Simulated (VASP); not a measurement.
KF (Carobbiite): single point with PBE

Crystal: KF (Carobbiite).

```xyz
2
Lattice="3.7786 0.0000 0.0000 1.8893 3.2723 0.0000 1.8893 1.0908 3.0852" Properties=species:S:1:pos:R:3 pbc="T T T"
K     0.0000    0.0000    0.0000
F     3.7786    2.1816    1.5426
```

* Program: VASP 6.6.1
* Task: single point
* Functional: PBE
* Potentials or basis: VASP PAW PBE potentials, release 64 (K_sv, F)
* Cutoff: 600 eV
* k mesh: 6 × 6 × 6
* Occupations: gaussian, width 0.01 eV
* Spin: no spin polarisation
* Dipole correction: no
* Further INCAR settings: ALGO = Normal; EDIFF = 1e-06; NBANDS = 15

```
Pressure               : 1.4 GPa
Band gap on the k mesh : 6.17 eV, direct
```

Levels at points of the mesh, in eV from the valence-band top:
```
           k point  band 4  band 5  band 6  band 7  band 8  band 9  band 10  band 11  band 12  band 13
(0.00, 0.00, 0.00)   -9.39   -9.39    0.00    0.00    0.00    6.17    10.68    10.68    10.68    12.35
(0.50, 0.00, 0.00)   -9.42   -9.42   -0.79   -0.35   -0.35    9.07    10.61    12.07    12.07    14.30
(0.50, 0.50, 0.00)   -9.60   -9.60   -0.21   -0.06   -0.06    8.20    10.30    11.81    13.61    14.23
```

Run time: 22 s on 1 thread of Intel Xeon 8259CL (shared host), peak memory 0.17 GiB.

Expect the measured gap to be larger: semilocal functionals such as PBE lack the derivative discontinuity.
